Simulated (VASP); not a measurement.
The system is Sb.

```
Sb
1.0
     3.34897    0.00000    0.00000
    -1.67449    2.90029    0.00000
     0.00000    0.00000    3.12919
Sb
1
Direct
  0.00000 0.00000 0.00000
```

This isn't the form of Sb at room conditions, which is rhombohedral.

* Program: VASP 6.6.1
* Task: relaxation of cell and atoms
* Functional: r2SCAN
* Potentials or basis: VASP PAW PBE potentials, release 64 (Sb)
* Cutoff: 600 eV
* k mesh: 21 × 21 × 18
* Occupations: gaussian, width 0.1 eV
* Spin: no spin polarisation

At the start: pressure -3.2 GPa; volume 30.39 Å³/atom.

Question: Where does the relaxation end?

Answer: Over 8 steps the energy falls by 18.9 meV/atom and the volume is 28.66 Å³/atom (-5.7 %); space group P6/mmm (No. 191, to 0.1 Å) before and after.

The path:
| step | energy change (eV) | largest force (eV/Å) | pressure (GPa) | volume (Å³) |
| --- | --- | --- | --- | --- |
| 1 | 0.0000 | 0.0000 | -3.15 | 30.39 |
| 2 | -0.0141 | 0.0000 | 1.93 | 27.84 |
| 3 | -0.0187 | 0.0000 | 0.06 | 28.64 |
| 4 | -0.0187 | 0.0000 | -0.03 | 28.68 |
| 5 | -0.0189 | 0.0000 | -0.07 | 28.69 |
| 6 | -0.0189 | 0.0000 | -0.07 | 28.69 |
| 7 | -0.0189 | 0.0000 | 0.04 | 28.65 |
| 8 | -0.0189 | 0.0000 | 0.03 | 28.66 |

Final structure:
```
Sb
1.0
     3.27149    0.00000    0.00000
    -1.63574    2.83319    0.00000
     0.00000    0.00000    3.09222
Sb
1
Cartesian
  0.0000 0.0000 0.0000
```

Caveat: the PAW data sets were made with another functional, which shifts forces and pressure a little; an odd number of electrons without spin polarisation forces a metal; a magnetic or distorted state may lie lower.
